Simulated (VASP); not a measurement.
# AlN (Pm) in VASP: notebook, part 2 of 2

VASP 6.6.1.

**3. Single point, LDA (atom 1 (Al) moved by +0.000 Å along [1 0 0] and -0.372 Å along [1 2 0])**

The input, INCAR:

```
PREC     = Accurate       # precision mode
ENCUT    = 520            # plane-wave cutoff, eV
EDIFF    = 1E-6           # SCF threshold, eV
ISMEAR   = 0              # smearing method
SIGMA    = 0.05           # smearing width, eV
LREAL    = F              # projectors in reciprocal space
LASPH    = T              # aspherical terms in the spheres
NELM     = 60             # most SCF steps
ALGO     = Normal         # electronic algorithm
ISIF     = 2              # what is computed and relaxed
LWAVE    = F              # write WAVECAR
LCHARG   = T              # write CHGCAR
GGA      = CA             # functional
LELF     = T              # ELF
LVHAR    = T            
NBANDS   = 26             # bands
```

The input, KPOINTS:

```
Automatic mesh
0
Gamma
  8 6 4
```

The input, POSCAR:

```
AlN
1.0
   -1.6378403119      2.8368226349      0.0000000000
    0.0000000000      0.0000000000      4.1006264518
    4.9135209358      2.8368226349      0.0000000000
Al N
4 4
Direct
    0.4016505309      0.7500000000      0.1338835103
    1.0000000000      0.7500000000      0.6666666667
    0.0000000000      0.2500000000      0.3333333333
    0.5000000000      0.2500000000      0.8333333333
    0.5000000000      0.2500000000      0.1666666667
    1.0000000000      0.2500000000      0.6666666667
    0.0000000000      0.7500000000      0.3333333333
    0.5000000000      0.7500000000      0.8333333333
```

Potentials or basis: VASP PAW LDA potentials, release 64 (Al, N).

The run is started by

```console
cat potpaw_LDA.64/Al/POTCAR potpaw_LDA.64/N/POTCAR > POTCAR
mpirun -np 1 vasp_std > vasp.out
```

It took 80 s on 1 thread of Intel Xeon Platinum 8375C at 2.90GHz (Ice Lake), shared host; peak memory 0.22 GiB.

Results (log left out):

| Quantity | Value |
| --- | --- |
| Free energy | -63.9522 eV |
| Pressure | 4.9 GPa |
| Largest force | 4.815 eV/Å |
| Band gap on the k mesh | 3.12 eV |

Forces on the atoms (eV/Å):
```
Al   0.916  4.727  0.000
Al  -0.957 -0.739  0.000
Al   0.280 -0.500  0.000
Al  -0.274  0.185  0.000
N   -0.391 -1.125  0.000
N    0.379  0.172  0.000
N    1.889 -1.564  0.000
N   -1.842 -1.157  0.000
```

Stress tensor (GPa, compression positive):
```
15.40  0.26  0.00
 0.26 -1.24  0.00
 0.00  0.00  0.68
```

Levels at points of the mesh, in eV from the valence-band top:
| k point | band 14 | band 15 | band 16 | band 17 | band 18 | band 19 |
| --- | --- | --- | --- | --- | --- | --- |
| (0.00, 0.00, 0.00) | -1.71 | -0.84 | 0.00 | 3.12 | 3.90 | 4.50 |
| (0.50, 0.00, 0.00) | -2.51 | -2.25 | -2.12 | 5.12 | 5.24 | 5.87 |
| (0.00, 0.50, 0.00) | -1.93 | -1.81 | -1.48 | 4.51 | 4.95 | 5.80 |
| (0.50, 0.50, 0.00) | -1.27 | -0.84 | -0.75 | 5.54 | 5.72 | 6.42 |
| (0.00, 0.00, 0.50) | -1.49 | -0.95 | -0.77 | 4.11 | 4.98 | 6.09 |
| (0.50, 0.00, 0.50) | -2.74 | -1.63 | -1.29 | 3.47 | 4.04 | 6.59 |
| (0.00, 0.50, 0.50) | -2.09 | -1.72 | -1.51 | 4.39 | 5.12 | 5.36 |
| (0.50, 0.50, 0.50) | -2.06 | -1.59 | -1.37 | 4.61 | 4.78 | 5.33 |

Caveat: the cell differs from its parent crystal (atom 1 (Al) moved by +0.000 Å along [1 0 0] and -0.372 Å along [1 2 0]); the stress differs along the axes, from -1 to 15 GPa; forces of over 1 eV/Å act on the atoms, so gaps and moduli don't describe the material at rest.

**4. Single point, LDA (atom 1 (Al) moved by -0.620 Å along [1 0 0] and +0.248 Å along [1 2 0])**

The input, INCAR:

```
PREC = Accurate
ENCUT = 1330
EDIFF = 1E-6
ISMEAR = 0
SIGMA = 0.05
LREAL = F
LASPH = T
NELM = 120
ALGO = Normal
ISIF = 2
LWAVE = F
LCHARG = T
GGA = CA
LELF = T
LVHAR = T
NBANDS = 26
GGA_COMPAT = F
```

KPOINTS is that of step 3.

Changes to POSCAR since step 3:

```diff
@@ -8,3 +8,3 @@
 Direct
-    0.4016505309      0.7500000000      0.1338835103
+    0.6602031335      0.7500000000      0.0938852835
     1.0000000000      0.7500000000      0.6666666667
```

Potentials or basis: VASP PAW LDA potentials, release 64 (Al, N_h).

The run is started by

```console
cat potpaw_LDA.64/Al/POTCAR potpaw_LDA.64/N_h/POTCAR > POTCAR
mpirun -np 1 vasp_std > vasp.out
```

OUTCAR:

```text
PREC = Accurate
   ENCUT = 1330
   EDIFF = 1E-6
   ISMEAR = 0
   LREAL = F
   LASPH = T
   NELM = 120
   ISIF = 2
   GGA = CA

 ion  position               nearest neighbor table
   1  0.660  0.750  0.094-   8 1.57   7 1.76   5 2.16   5 2.16   4 2.58   4 2.58   2 2.67   3 2.70
                             3 2.70   2 3.25   3 3.28   3 3.28
   2  0.000  0.750  0.667-   8 1.89   8 1.89   7 1.89   6 2.05   6 2.05   1 2.67   4 2.79   4 2.79
                             4 2.79   4 2.79   3 2.79   3 2.79   1 3.25
   3  0.000  0.250  0.333-   5 1.89   5 1.89   6 1.89   7 2.05   7 2.05   1 2.70   1 2.70   2 2.79
                             2 2.79   1 3.28   1 3.28   4 3.28   4 3.28   4 3.28   4 3.28
   4  0.500  0.250  0.833-   6 1.89   6 1.89   5 1.89   8 2.05   8 2.05   1 2.58   1 2.58   2 2.79
                             2 2.79   2 2.79   2 2.79   3 3.28   3 3.28   3 3.28   3 3.28
   5  0.500  0.250  0.167-   3 1.89   3 1.89   4 1.89   1 2.16   1 2.16
   6  0.000  0.250  0.667-   4 1.89   4 1.89   3 1.89   2 2.05   2 2.05
   7  0.000  0.750  0.333-   1 1.76   2 1.89   3 2.05   3 2.05
   8  0.500  0.750  0.833-   1 1.57   2 1.89   2 1.89   4 2.05   4 2.05

  LATTYP: Found a simple orthorhombic cell.
 ALAT       =     3.2756806238
 B/A-ratio  =     1.2518395176
 C/A-ratio  =     1.7320508076

  Lattice vectors:

 A1 = (  -1.6378403119,   2.8368226349,   0.0000000000)
 A2 = (   0.0000000000,   0.0000000000,   4.1006264518)
 A3 = (   4.9135209358,   2.8368226349,   0.0000000000)

Analysis of symmetry for initial positions (statically):
=====================================================================
 Subroutine PRICEL returns:
 Original cell was already a primitive cell.

 Routine SETGRP: Setting up the symmetry group for a
 simple orthorhombic supercell.

 Subroutine GETGRP returns: Found  2 space group operations
 (whereof  1 operations were pure point group operations)
 out of a pool of  8 trial point group operations.

The static configuration has the point symmetry C_1 .
 The point group associated with its full space group is C_1h.

Analysis of symmetry for dynamics (positions and initial velocities):
=====================================================================
[... 147 lines left out ...]
   LORBIT       =      0    0 simple, 1 ext, 2 COOP (PROOUT), +10 PAW based schemes
   GGA     = CA    functional components
   LHFCALC =     F    Hartree Fock is set to
   AEXX    =    0.0000 exact exchange contribution
   IVDW    =     0    specifies the selected vdW correction
   LEPSILON=     F    determine dielectric tensor
   LRPA    =     F    only Hartree local field effects (RPA)
 non-spin polarized calculation
 Gauss-broadening in eV      SIGMA  =   0.05
  energy-cutoff  :     1330.00
  volume of cell :       76.21
 maximum number of plane-waves:      8448
 NGX is ok and might be reduce to    40
   NGX = 19   NGY = 25   NGZ = 33

 number of electron      31.9999999 magnetization

 Free energy of the ion-electron system (eV)
  ---------------------------------------------------
  ext. energy  EPLUGINS =         0.00000000
  ---------------------------------------------------
  free energy    TOTEN  =       -61.87605756 eV

  energy without entropy =      -61.87605756  energy(sigma->0) =      -61.87605756

 E-fermi :   8.9409     XC(G=0): -11.6908

 val. band max:        8.6528798330   @ k =   0.0000   0.0000   0.0000
 cond. band min:      10.6404000492   @ k =   0.0000   0.0000   0.0000
 fundamental gap:      1.9875202161
 Fermi energy:         8.9408568620

 k-point     1 :       0.0000    0.0000    0.0000
  band No.  band energies     occupation
      1      -8.9226      2.00000
      2      -6.2031      2.00000
      3      -5.7382      2.00000
      4      -3.9825      2.00000
      5       1.0076      2.00000
      6       1.7361      2.00000
[... 685 lines left out ...]
     25      18.0593      0.00000
     26      18.7843      0.00000

 [... further k-points ...]
[... 5 lines left out ...]
  --------------------------------------------------------------------------------------
  -------------------------------------------------------------------------------------
  Total        5.8568061     10.0638252      0.7389727      7.9803088      0.0000000      0.0000000
  in kB      123.1281886    211.5727484     15.5354934    167.7707862      0.0000000      0.0000000
  external PRESSURE =     116.7454768 kB  Pullay stress =       0.0000000 kB

 VOLUME and BASIS-vectors are now :
 -----------------------------------------------------------------------------
  energy-cutoff  :     1330.00
  volume of cell :       76.21
      direct lattice vectors                 reciprocal lattice vectors
    -1.637840312  2.836822635  0.000000000    -0.152640033  0.264380293  0.000000000
     0.000000000  0.000000000  4.100626452     0.000000000  0.000000000  0.243865178
     4.913520936  2.836822635  0.000000000     0.152640033  0.088126764  0.000000000

 POSITION                                       TOTAL-FORCE (eV/Angst)
 -----------------------------------------------------------------------------------
     -0.62000      2.13922      3.07547        10.226704      4.681175      0.000000
      3.27568      1.89122      3.07547        -2.744400     -1.141000      0.000000
      1.63784      0.94561      1.02516        -0.477013      0.386092      0.000000
      3.27568      3.78243      1.02516         0.156657     -0.623656      0.000000
      0.00000      1.89122      1.02516        -2.364803      0.136753      0.000000
      3.27568      1.89122      1.02516         0.801957      0.521269      0.000000
      1.63784      0.94561      3.07547         0.199973      1.603043      0.000000
      3.27568      3.78243      3.07547        -5.799075     -5.563676      0.000000
 -----------------------------------------------------------------------------------
    total drift:                               -0.000772      0.000341     -0.000000

  FREE ENERGIE OF THE ION-ELECTRON SYSTEM (eV)
  ---------------------------------------------------
  free  energy   TOTEN  =       -61.8760575627 eV

  energy  without entropy=      -61.8760575627  energy(sigma->0) =      -61.87605756
```

OSZICAR:

```text
N       E                     dE             d eps       ncg     rms          rms(c)
DAV:   1     0.224119662274E+03    0.22412E+03   -0.25777E+04  3744   0.237E+03
DAV:   2    -0.426968007901E+02   -0.26682E+03   -0.24347E+03  4988   0.312E+02
DAV:   3    -0.717534549699E+02   -0.29057E+02   -0.28659E+02  4986   0.983E+01
DAV:   4    -0.723987686998E+02   -0.64531E+00   -0.64373E+00  4776   0.154E+01
DAV:   5    -0.724121180389E+02   -0.13349E-01   -0.13339E-01  4938   0.223E+00    0.178E+01
DAV:   6    -0.621727048680E+02    0.10239E+02   -0.30686E+01  4836   0.290E+01    0.613E+00
DAV:   7    -0.620048845566E+02    0.16782E+00   -0.17336E+00  4516   0.716E+00    0.284E+00
DAV:   8    -0.618944744032E+02    0.11041E+00   -0.92718E-02  5016   0.227E+00    0.103E+00
DAV:   9    -0.618762317855E+02    0.18243E-01   -0.23394E-02  4878   0.121E+00    0.217E-01
DAV:  10    -0.618760516394E+02    0.18015E-03   -0.27043E-03  4680   0.348E-01    0.152E-01
DAV:  11    -0.618760605933E+02   -0.89539E-05   -0.69366E-04  5200   0.173E-01    0.652E-02
DAV:  12    -0.618760582414E+02    0.23519E-05   -0.79274E-05  5072   0.643E-02    0.324E-02
DAV:  13    -0.618760580476E+02    0.19382E-06   -0.39000E-05  4616   0.371E-02    0.124E-02
DAV:  14    -0.618760575627E+02    0.48487E-06   -0.28543E-06  4384   0.147E-02
   1 F= -.61876058E+02 E0= -.61876058E+02  d E =-.576161E-18
```

stdout:

```text
POSCAR found type information on POSCAR AlN
 POSCAR found :  2 types and       8 ions
 scaLAPACK will be used
 LDA part: xc-table for (Slater(with rela. corr.)+CA(PZ))
 , standard interpolation
 POSCAR, INCAR and KPOINTS ok, starting setup
 FFT: planning ... GRIDC
 FFT: planning ... GRID_SOFT
 FFT: planning ... GRID
 WAVECAR not read
 entering main loop
```

Run time: 12 min. Hardware: 1 thread of Intel Xeon Platinum 8259CL at 2.50GHz (Skylake/Cascade Lake), shared host; peak memory 0.59 GiB.

Results:

| Item | Value |
| --- | --- |
| Free energy | -61.8761 eV |
| Pressure | 11.7 GPa |
| Largest force | 11.247 eV/Å |
| Band gap on the k mesh | 1.99 eV |

Forces on the atoms (eV/Å):
```
Al  10.227  4.681  0.000
Al  -2.744 -1.141  0.000
Al  -0.477  0.386  0.000
Al   0.157 -0.624  0.000
N   -2.365  0.137  0.000
N    0.802  0.521  0.000
N    0.200  1.603  0.000
N   -5.799 -5.564  0.000
```

Caveat: the cell differs from its parent crystal (atom 1 (Al) moved by -0.620 Å along [1 0 0] and +0.248 Å along [1 2 0]); the stress differs along the axes, from 2 to 21 GPa; forces of over 1 eV/Å act on the atoms, so gaps and moduli don't describe the material at rest. A k mesh can miss the band edges.

**5. The runs side by side**

| potentials or basis | cell | cutoff (eV) | gap on the mesh (eV) | pressure (GPa) | largest force (eV/Å) |
| --- | --- | --- | --- | --- | --- |
| VASP PAW LDA potentials, release 64 (Al, N) | as given, atomic positions A | 520 | 2.96 | 6.4 | 5.19 |
| VASP PAW LDA potentials, release 64 (Al, N) | as given, atomic positions B | 520 | 3.12 | 4.9 | 4.82 |
| VASP PAW LDA potentials, release 64 (Al, N_h) | as given, atomic positions C | 1330 | 1.99 | 11.7 | 11.25 |

Alike in all rows: task single point; level LDA; no spin polarisation; k mesh 8 × 6 × 4; smearing gaussian 0.05 eV.

Caveats: forces of over 1 eV/Å act on the atoms, so gaps and moduli don't describe the material at rest; the stress differs along the axes, from 1 to 15 GPa (at least some runs); the stress differs along the axes, from -1 to 15 GPa (at least some runs); the stress differs along the axes, from 2 to 21 GPa (at least some runs).

Total energies depend on the potentials used, so only differences within one code and one set of settings carry meaning.
